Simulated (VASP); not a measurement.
Here is a VASP 6.6.1 calculation.

Contents of POSCAR:

```
TiTe2
1.0
    3.6976029502      0.0000000000      0.0000000000
   -1.8488014751      3.2022180880      0.0000000000
    0.0000000000      0.0000000000      6.2936446825
Ti Te
1 2
Direct
    0.0000000000      0.0000000000      0.0000000000
    0.6666666667      0.3333333333      0.2703754841
    0.3333333333      0.6666666667      0.7296245159
```

The input INCAR.step1:

```
SYSTEM = TiTe2
ALGO = Normal
EDIFF = 1E-5
ENCUT = 550
GGA = PE
GGA_COMPAT = .FALSE.
ISMEAR = 0
LASPH = .TRUE.
LCHARG = .FALSE.
LREAL = .FALSE.
LWAVE = .TRUE.
NBANDS = 19
NELM = 120
PREC = Accurate
SIGMA = 0.1
```

Contents of INCAR.step2:

```
SYSTEM = TiTe2
ALGO = Normal
BPARAM = 11.95
CPARAM = 0.0093
EDIFF = 1E-6
ENCUT = 550
GGA_COMPAT = .FALSE.
ISIF = 2
ISMEAR = 0
ISTART = 1
IVDW_NL = 2
LASPH = .TRUE.
LCHARG = .FALSE.
LMIXTAU = .TRUE.
LREAL = .FALSE.
LUSE_VDW = .TRUE.
LWAVE = .FALSE.
METAGGA = R2SCAN
NBANDS = 19
NELM = 120
PREC = Accurate
SIGMA = 0.1
```

Contents of KPOINTS:

```
k-points
0
G
  15 15 8
  0 0 0
```

Potentials or basis: VASP PAW PBE potentials, release 64 (Ti_sv, Te).

Run with:

```sh
$ cat potpaw_PBE.64/Ti_sv/POTCAR potpaw_PBE.64/Te/POTCAR > POTCAR
$ cp INCAR.step1 INCAR
$ mpirun -np 1 vasp_std > vasp.out
$ cp INCAR.step2 INCAR
$ mpirun -np 1 vasp_std > vasp.out
```

**Question.** What does it give for the pressure?

**Answer.** 4.3 GPa.

**Question.** What does it give for the largest force?

**Answer.** 0.029 eV/Å.

**Question.** What does it give for the band gap on the k mesh?

**Answer.** Zero (bands 12 and 13 overlap by 0.75 eV).

Forces on the atoms (eV/Å):
```
Ti   0.000  0.000  0.000
Te   0.000  0.000  0.029
Te   0.000  0.000 -0.029
```

Caveat: the cell stands under pressure; the PAW data sets were made with another functional, which shifts forces and pressure a little; spin-orbit coupling is left out, which moves the levels of the heavy elements.
